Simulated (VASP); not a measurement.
Write the native input for VASP 6.6.1 that does the following.

```yaml
Task: single point
Functional: PBE
Dispersion: D3(BJ)
Potentials_or_basis: VASP PAW PBE potentials, release 64 (Mg, O, H)
Cutoff: 520 eV
k_mesh: 3 × 3 × 1
Occupations: gaussian, width 0.05 eV
Spin: no spin polarisation
Dipole_correction: yes
Further_INCAR_settings: LREAL = Auto; ALGO = Normal; EDIFF = 1e-06; NBANDS = 88
```

The structure of Mg8HO8 lies in POSCAR:

```
Mg8HO8
1.0
    5.9506164682      0.0000000000      0.0000000000
    0.0000000000      5.9506164682      0.0000000000
    0.0000000000      0.0000000000     24.3115818854
Mg O H
16 16 2
Direct
    0.2500000000      0.2500000000      0.3290612695
    0.2500000000      0.7500000000      0.3290612695
    0.7500000000      0.2500000000      0.3290612695
    0.7500000000      0.7500000000      0.3290612695
    0.5000000000      0.5000000000      0.4155986507
    0.5000000000      0.0000000000      0.4155986507
    0.0000000000      0.5000000000      0.4155986507
    0.0000000000      0.0000000000      0.4155986507
    0.7500683097      0.7500782869      0.5025542971
    0.7501078041      0.2498950870      0.5025472930
    0.2498799163      0.7501192432      0.5025378886
    0.2499225093      0.2499373199      0.5025529409
    0.0000873252     -0.0000826763      0.5890260726
    0.0000260589      0.5000605896      0.5883751844
    0.4999372847     -0.0000199036      0.5883725566
    0.4999553514      0.5000488089      0.5884137635
    0.5000000000      0.5000000000      0.3290612695
    0.5000000000      0.0000000000      0.3290612695
    0.0000000000      0.5000000000      0.3290612695
    0.0000000000      0.0000000000      0.3290612695
    0.7500000000      0.7500000000      0.4155986507
    0.7500000000      0.2500000000      0.4155986507
    0.2500000000      0.7500000000      0.4155986507
    0.2500000000      0.2500000000      0.4155986507
   -0.0000147798      0.0000160892      0.5023845417
   -0.0000142068      0.4999991051      0.5022700366
    0.5000032719      0.0000175546      0.5022710995
    0.4999969137      0.5000054513      0.5022317767
    0.2503681962      0.2503921075      0.5904741137
    0.2500409065      0.7499656367      0.5908118194
    0.7498815869      0.2501214757      0.5908561463
    0.7496150520      0.7496323330      0.5904750884
    0.0298024760     -0.0296240935      0.6948237093
   -0.0595744849      0.0595300528      0.6914882254
```

The input as run:

INCAR

```
SYSTEM = Mg8HO8
ALGO = Normal
DIPOL = 0.5 0.5 0.473
EDIFF = 1E-6
ENCUT = 520
GGA = PE
IDIPOL = 3
ISIF = 2
ISMEAR = 0
IVDW = 12
LASPH = .True.
LCHARG = .False.
LDIPOL = .True.
LREAL = Auto
LWAVE = .False.
NBANDS = 88
NELM = 80
PREC = Accurate
SIGMA = 0.05
```

KPOINTS

```
k-points
0
Gamma
  3 3 1
  0 0 0
```

Potentials or basis: VASP PAW PBE potentials, release 64 (Mg, O, H).

Launch:

```sh
$ cat potpaw_PBE.64/Mg/POTCAR potpaw_PBE.64/O/POTCAR potpaw_PBE.64/H/POTCAR > POTCAR
$ mpirun -np 1 vasp_std > vasp.out
```

Results of the run:

The largest force is 0.550 eV/Å. The band gap on the k mesh is 3.37 eV and the dispersion energy per atom is -0.210 eV.

Run time: 13 min on 1 thread of Intel(R) Xeon(R) 6975P-C (Granite Rapids), with other jobs on the host, peak memory 0.96 GiB.
